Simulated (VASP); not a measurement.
# CoO (Fm-3m) in VASP: relaxation of cell and atoms with PBE+U

Aim: the relaxation of cell and atoms of CoO with PBE+U.

Everything below comes from runs of VASP 6.6.1. Logs are shortened: lines on timing, memory, paths and dates and some standing lists are left out, and cuts for length are marked.

## (1) The cell of the first run

Symmetry: Fm-3m, No. 225, cubic system. The conventional cell has a = 4.431 Å, b = 4.431 Å, c = 4.431 Å, α = 90.00°, β = 90.00°, γ = 90.00°. Within 2.9 Å of Co (site symmetry m-3m) lie 6 O at 2.22 Å. Within 2.9 Å of O (site symmetry m-3m) lie 6 Co at 2.22 Å.

## (2) Relaxation of cell and atoms, PBE+U, collinear spin, ferromagnetic start

INCAR reads:

```
PREC     = Accurate       # precision mode
ENCUT    = 600            # plane-wave cutoff, eV
EDIFF    = 1E-7           # SCF threshold, eV
ISMEAR   = -1             # smearing method
SIGMA    = 0.1            # smearing width, eV
LREAL    = F              # projectors in reciprocal space
LASPH    = T              # aspherical terms in the spheres
NELM     = 150            # most SCF steps
ALGO     = Normal         # electronic algorithm
ISIF     = 3              # what is computed and relaxed
LWAVE    = F              # write WAVECAR
LCHARG   = F              # write CHGCAR
ISPIN    = 2              # spin polarisation
MAGMOM   = 1.7 0          # initial moments
LORBIT   = 11             # projections on sites
LMAXMIX  = 4              # l up to which the mixer works
LDAU     = T              # DFT+U
LDAUTYPE = 2            
LDAUL    = 2 -1           # shell
LDAUU    = 4 0            # U, eV
LDAUJ    = 0 0          
LDAUPRINT= 1            
GGA      = PE             # functional
IBRION   = 2              # ionic algorithm
NSW      = 80             # ionic steps
EDIFFG   = -0.01          # ionic threshold
```

KPOINTS reads:

```
Automatic mesh
0
Gamma
  13 13 13
```

POSCAR reads:

```
CoO
1.0
    0.0000000000      2.2155000000      2.2155000000
    2.2155000000      0.0000000000      2.2155000000
    2.2155000000      2.2155000000      0.0000000000
Co O
1 1
Direct
    0.0000000000      0.0000000000      0.0000000000
    0.5000000000      0.5000000000      0.5000000000
```

Potentials or basis: VASP PAW PBE potentials, release 64 (Co, O).

On the command line:

```
> cat potpaw_PBE.64/Co/POTCAR potpaw_PBE.64/O/POTCAR > POTCAR
> mpirun -np 1 vasp_std > vasp.out
```

OUTCAR:

```text
PREC = Accurate
   ENCUT = 600
   EDIFF = 1E-7
   ISMEAR = -1
   LREAL = F
   LASPH = T
   NELM = 150
   ISIF = 3
   ISPIN = 2
   LORBIT = 11
   GGA = PE
   IBRION = 2
   NSW = 80
   EDIFFG = -0.01

 ion  position               nearest neighbor table
   1  0.000  0.000  0.000-   2 2.22   2 2.22   2 2.22   2 2.22   2 2.22   2 2.22
   2  0.500  0.500  0.500-   1 2.22   1 2.22   1 2.22   1 2.22   1 2.22   1 2.22

  LATTYP: Found a face centered cubic cell.
 ALAT       =     4.4310000000

  Lattice vectors:

 A1 = (   0.0000000000,   2.2155000000,   2.2155000000)
 A2 = (   2.2155000000,   0.0000000000,   2.2155000000)
 A3 = (   2.2155000000,   2.2155000000,   0.0000000000)

Analysis of symmetry for initial positions (statically):
=====================================================================
 Subroutine PRICEL returns:
 Original cell was already a primitive cell.

 Routine SETGRP: Setting up the symmetry group for a
 face centered cubic supercell.

 Subroutine GETGRP returns: Found 48 space group operations
 (whereof 48 operations were pure point group operations)
 out of a pool of 48 trial point group operations.

The static configuration has the point symmetry O_h .

Analysis of symmetry for dynamics (positions and initial velocities):
=====================================================================
 Subroutine PRICEL returns:
 Original cell was already a primitive cell.

 Routine SETGRP: Setting up the symmetry group for a
 face centered cubic supercell.

 Subroutine GETGRP returns: Found 48 space group operations
 (whereof 48 operations were pure point group operations)
 out of a pool of 48 trial point group operations.

The dynamic configuration has the point symmetry O_h .

Analysis of structural, dynamic, and magnetic symmetry:
=====================================================================
 Subroutine PRICEL returns:
 Original cell was already a primitive cell.

 Routine SETGRP: Setting up the symmetry group for a
 face centered cubic supercell.

 Subroutine GETGRP returns: Found 48 space group operations
 (whereof 48 operations were pure point group operations)
 out of a pool of 48 trial point group operations.

The overall configuration has the point symmetry O_h .

 Subroutine INISYM returns: Found 48 space group operations
 (whereof 48 operations are pure point group operations),
 and found     1 'primitive' translations

----------------------------------------------------------------------------------------

                                     Primitive cell

  volume of cell :      21.7493

  direct lattice vectors                    reciprocal lattice vectors
     0.000000000  2.215500000  2.215500000    -0.225682690  0.225682690  0.225682690
     2.215500000  0.000000000  2.215500000     0.225682690 -0.225682690  0.225682690
     2.215500000  2.215500000  0.000000000     0.225682690  0.225682690 -0.225682690

  length of vectors
     3.133190147  3.133190147  3.133190147     0.390893886  0.390893886  0.390893886

  position of ions in fractional coordinates (direct lattice)
     0.000000000  0.000000000  0.000000000
     0.500000000  0.500000000  0.500000000

  ion indices of the primitive-cell ions
   primitive index   ion index
                 1           1
                 2           2

----------------------------------------------------------------------------------------

 KPOINTS: Automatic mesh

Automatic generation of k-mesh.
 Grid dimensions read from file:
 generate k-points for:   13   13   13

[... 65 lines left out ...]
   EDIFFG = -.1E-01   stopping-criterion for IOM
   NSW    =     80    number of steps for IOM
   IBRION =      2    ionic relax: 0-MD 1-quasi-New 2-CG
   NFREE  =      1    steps in history (QN), initial steepest desc. (CG)
   ISIF   =      3    stress and relaxation
   ISYM   =      2    0-nonsym 1-usesym 2-fastsym
   POTIM  = 0.5000    time-step for ionic-motion
   TEBEG  =    0.0;   TEEND  =   0.0 temperature during run
   PSTRESS=    0.0 pullay stress
   NELECT =      15.0000    total number of electrons
   NUPDOWN=      -1.0000    fix difference up-down
   EMIN   =  10.00;   EMAX   =-10.00  energy-range for DOS
   EFERMI =   0.00;   METHOD = LEGACY
   ISMEAR =    -1;   SIGMA  =   0.10  broadening in eV -4-tet -1-fermi 0-gaus
   EFERMI_NEDOS =   21; number of points for ismear=-14 and -15
   IALGO  =     38    algorithm
   IMIX   =      4    mixing-type and parameters
     AMIX     =   0.40;   BMIX     =  1.00
     AMIX_MAG =   1.60;   BMIX_MAG =  1.00
  volume/ion in A,a.u.               =      10.87        73.39
  Fermi-wavevector in a.u.,A,eV,Ry     =   1.446406  2.733311 28.464610  2.092090
  Thomas-Fermi vector in A             =   2.564478
   LORBIT       =     11    0 simple, 1 ext, 2 COOP (PROOUT), +10 PAW based schemes
 LDA+U is selected, type is set to LDAUTYPE =  2
   angular momentum for each species LDAUL =     2   -1
   U (eV)           for each species LDAUU =   4.0  0.0
   J (eV)           for each species LDAUJ =   0.0  0.0
   GGA     = PE    functional components
   LHFCALC =     F    Hartree Fock is set to
   AEXX    =    0.0000 exact exchange contribution
   IVDW    =     0    specifies the selected vdW correction
   LEPSILON=     F    determine dielectric tensor
   LRPA    =     F    only Hartree local field effects (RPA)
 conjugate gradient relaxation of ions
 spin polarized calculation
  energy-cutoff  :      600.00
  volume of cell :       21.75
 maximum number of plane-waves:       742
 NGX is ok and might be reduce to    28
   NGX = 13   NGY = 13   NGZ = 13

--------------------------------------- Ionic step        1  -------------------------------------------

 number of electron      14.9999997 magnetization       2.9904847

 Free energy of the ion-electron system (eV)
  ---------------------------------------------------
  ext. energy  EPLUGINS =         0.00000000
  ---------------------------------------------------
  free energy    TOTEN  =       -10.88138422 eV

  energy without entropy =      -10.75582479  energy(sigma->0) =      -10.81860450

------------------------ aborting loop because EDIFF is reached ----------------------------------------

  FORCE on cell =-STRESS in cart. coord.  units (eV):
  Direction    XX          YY          ZZ          XY          YZ          ZX
  --------------------------------------------------------------------------------------
  -------------------------------------------------------------------------------------
  Total       -2.3264730     -2.3264730     -2.3264730      0.0000000     -0.0000000      0.0000000
  in kB     -171.3812600   -171.3812600   -171.3812600      0.0000000     -0.0000000      0.0000000
  external PRESSURE =    -171.3812600 kB  Pullay stress =       0.0000000 kB
[... 53 lines left out ...]
  FREE ENERGIE OF THE ION-ELECTRON SYSTEM (eV)
  ---------------------------------------------------
  free  energy   TOTEN  =       -11.0124977928 eV

  energy  without entropy=      -10.9016023705  energy(sigma->0) =      -10.95705008

atom =   1  type =  1  l = 2

 onsite density matrix

spin component  1

  0.9704 -0.0000  0.0000  0.0000 -0.0000
 -0.0000  0.9704 -0.0000 -0.0000  0.0000
  0.0000 -0.0000  1.0144 -0.0000 -0.0000
  0.0000 -0.0000 -0.0000  0.9704 -0.0000
 -0.0000  0.0000 -0.0000 -0.0000  1.0144

spin component  2

  0.6612 -0.0000 -0.0000 -0.0000 -0.0000
 -0.0000  0.6612  0.0000 -0.0000  0.0000
 -0.0000  0.0000  0.1272 -0.0000 -0.0000
 -0.0000 -0.0000 -0.0000  0.6612 -0.0000
 -0.0000  0.0000 -0.0000 -0.0000  0.1272

 occupancies and eigenvectors

  o =  0.1272  v =  0.0000  0.0000  0.0000  0.0000  0.0000  0.0000  0.0000 -0.0088  0.0000 -1.0000      0.0000  0.0000  0.0000  0.0000  0.0000  0.0000  0.0000  0.0000  0.0000  0.0000
  o =  0.1272  v =  0.0000  0.0000  0.0000  0.0000  0.0000  0.0000  0.0000  1.0000 -0.0000 -0.0088      0.0000  0.0000  0.0000  0.0000  0.0000  0.0000  0.0000  0.0000  0.0000  0.0000
  o =  0.6612  v =  0.0000  0.0000  0.0000  0.0000  0.0000  1.0000  0.0000  0.0000  0.0000  0.0000      0.0000  0.0000  0.0000  0.0000  0.0000  0.0000  0.0000  0.0000  0.0000  0.0000
  o =  0.6612  v =  0.0000  0.0000  0.0000  0.0000  0.0000  0.0000  0.3152  0.0000  0.9490  0.0000      0.0000  0.0000  0.0000  0.0000  0.0000  0.0000  0.0000  0.0000  0.0000  0.0000
  o =  0.6612  v =  0.0000  0.0000  0.0000  0.0000  0.0000  0.0000 -0.9490  0.0000  0.3152 -0.0000      0.0000  0.0000  0.0000  0.0000  0.0000  0.0000  0.0000  0.0000  0.0000  0.0000
  o =  0.9704  v =  1.0000  0.0000  0.0000  0.0000  0.0000  0.0000  0.0000  0.0000  0.0000  0.0000      0.0000  0.0000  0.0000  0.0000  0.0000  0.0000  0.0000  0.0000  0.0000  0.0000
  o =  0.9704  v =  0.0000 -0.8980  0.0000  0.4400  0.0000  0.0000  0.0000  0.0000  0.0000  0.0000      0.0000  0.0000  0.0000  0.0000  0.0000  0.0000  0.0000  0.0000  0.0000  0.0000
  o =  0.9704  v =  0.0000  0.4400  0.0000  0.8980  0.0000  0.0000  0.0000  0.0000  0.0000  0.0000      0.0000  0.0000  0.0000  0.0000  0.0000  0.0000  0.0000  0.0000  0.0000  0.0000
  o =  1.0144  v =  0.0000 -0.0000 -1.0000  0.0000 -0.0010  0.0000  0.0000  0.0000  0.0000  0.0000      0.0000  0.0000  0.0000  0.0000  0.0000  0.0000  0.0000  0.0000  0.0000  0.0000
  o =  1.0144  v =  0.0000  0.0000  0.0010  0.0000 -1.0000  0.0000  0.0000  0.0000  0.0000  0.0000      0.0000  0.0000  0.0000  0.0000  0.0000  0.0000  0.0000  0.0000  0.0000  0.0000

--------------------------------------- Ionic step        3  -------------------------------------------

 number of electron      14.9999998 magnetization       2.9818345

 Free energy of the ion-electron system (eV)
  ---------------------------------------------------
  ext. energy  EPLUGINS =         0.00000000
  ---------------------------------------------------
  free energy    TOTEN  =       -11.03691682 eV

  energy without entropy =      -10.92253589  energy(sigma->0) =      -10.97972635

 E-fermi :   7.3702     XC(G=0): -12.4313

 val. band max:        7.3686584342   @ k =  -0.1538   0.2308   0.0769
 cond. band min:       7.3709957049   @ k =  -0.4615   0.3846   0.0000
 fundamental gap:      0.0023372707
 Fermi energy:         7.3702346934

 spin component 1

 k-point     1 :       0.0000    0.0000    0.0000
  band No.  band energies     occupation
      1     -12.0593      1.00000
      2       2.5268      1.00000
      3       2.5268      1.00000
      4       3.0247      1.00000
      5       3.0247      1.00000
      6       3.0247      1.00000
      7       5.0848      1.00000
      8       5.0848      1.00000
      9       5.0848      1.00000
     10       9.1407      0.00000
     11      24.9720      0.00000
     12      25.0841      0.00000
[... 738 lines left out ...]
  FREE ENERGIE OF THE ION-ELECTRON SYSTEM (eV)
  ---------------------------------------------------
  free  energy   TOTEN  =       -11.0369168182 eV

  energy  without entropy=      -10.9225358916  energy(sigma->0) =      -10.97972635

 reached required accuracy - stopping structural energy minimisation

 total charge

# of ion       s       p       d       tot
------------------------------------------
    1        0.300   0.368   7.153   7.821
    2        1.548   3.456   0.000   5.005
--------------------------------------------------
tot          1.848   3.825   7.153  12.825

 magnetization (x)

# of ion       s       p       d       tot
------------------------------------------
    1        0.021   0.018   2.700   2.739
    2        0.022   0.215   0.000   0.238
--------------------------------------------------
tot          0.043   0.233   2.700   2.977
```

It took 4.2 min on 1 thread of Intel Xeon Platinum 8259CL at 2.50GHz (Skylake/Cascade Lake), shared host; peak memory 0.21 GiB.

What came out:

```
Free energy                                           : -11.0369 eV
Relaxed volume                                        : 9.58 Å³/atom
Relaxed cell                                          : a = 3.004 Å, b = 3.004 Å, c = 3.004 Å, α = 60.00°, β = 60.00°, γ = 60.00°
Space group after relaxing (to 0.1 Å)                 : Fm-3m (No. 225)
Energy gained by relaxing                             : 77.8 meV/atom
Ionic steps                                           : 3
Pressure after relaxing                               : 0.0 GPa
Band gap on the k mesh                                : zero (filled and empty bands overlap)
Net moment                                            : 2.98 μB per cell
Site moments                                          : Co +2.74; O +0.24 μB
Valence electrons inside the program's atomic spheres : Co 7.82; O 5.00
```

Step by step:
```tsv
step	energy change (eV)	largest force (eV/Å)	pressure (GPa)	volume (Å³)
1	0.0000	0.0000	-17.14	21.75
2	-0.1311	0.0000	9.32	18.29
3	-0.1555	0.0000	0.04	19.16
```

Final structure:
```cif
data_structure
_symmetry_space_group_name_H-M 'P 1'
_symmetry_Int_Tables_number 1
_cell_length_a 3.0036
_cell_length_b 3.0036
_cell_length_c 3.0036
_cell_angle_alpha 60.000
_cell_angle_beta 60.000
_cell_angle_gamma 60.000
_cell_volume 19.16
loop_
_atom_site_label
_atom_site_type_symbol
_atom_site_fract_x
_atom_site_fract_y
_atom_site_fract_z
_atom_site_occupancy
Co1 Co 0.00000 0.00000 0.00000 1
O1 O 0.50000 0.50000 0.50000 1
```

Eigenvalues of the final occupation matrices:
```
    site  spin  trace               eigenvalues
site 1 d     1   4.94  0.97 0.97 0.97 1.01 1.01
site 1 d     2   2.24  0.13 0.13 0.66 0.66 0.66
```

Caveat: a cell with one magnetic atom can't hold antiferromagnetic order, which such compounds often take.
